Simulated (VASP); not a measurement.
Crystal: BiB (CsCl type).

```xyz
2
Lattice="3.1309 0.0000 0.0000 0.0000 3.1309 0.0000 0.0000 0.0000 3.1309" Properties=species:S:1:pos:R:3 pbc="T T T"
B     0.0000    0.0000    0.0000
Bi    1.5655    1.5655    1.5655
```

- Program: VASP 6.6.1
- Task: relaxation of cell and atoms
- Functional: PBE
- Potentials or basis: VASP PAW PBE potentials, release 64 (B, Bi_d)
- Cutoff: 600 eV
- k mesh: 13 × 13 × 13
- Occupations: fermi-dirac, width 0.05 eV
- Spin: no spin polarisation

At the start: pressure 24.3 GPa; volume 15.35 Å³/atom.

Where does the relaxation end?

Over 7 steps the energy falls by 229.7 meV/atom and the volume is 19.01 Å³/atom (+23.9 %); space group Pm-3m (No. 221, to 0.1 Å) before and after.

The path:
```tsv
step	energy change (eV)	largest force (eV/Å)	pressure (GPa)	volume (Å³)
1	0.0000	0.0000	24.32	30.69
2	-0.3721	0.0000	-5.94	42.25
3	-0.4593	0.0000	0.11	37.94
4	-0.4593	0.0000	-0.21	38.09
5	-0.4593	0.0000	0.07	37.97
6	-0.4593	0.0000	0.05	38.00
7	-0.4593	0.0000	-0.01	38.02
```

Final structure:
```xyz
2
Lattice="3.3626 0.0000 0.0000 0.0000 3.3626 0.0000 0.0000 0.0000 3.3626" Properties=species:S:1:pos:R:3 pbc="T T T"
B     0.0000    0.0000    3.3626
Bi    1.6813    1.6813    1.6813
```

Caveat: the volume moved by over 15 % at a fixed basis, so the end points are rough; the highest band is partly filled, so the run has too few bands.
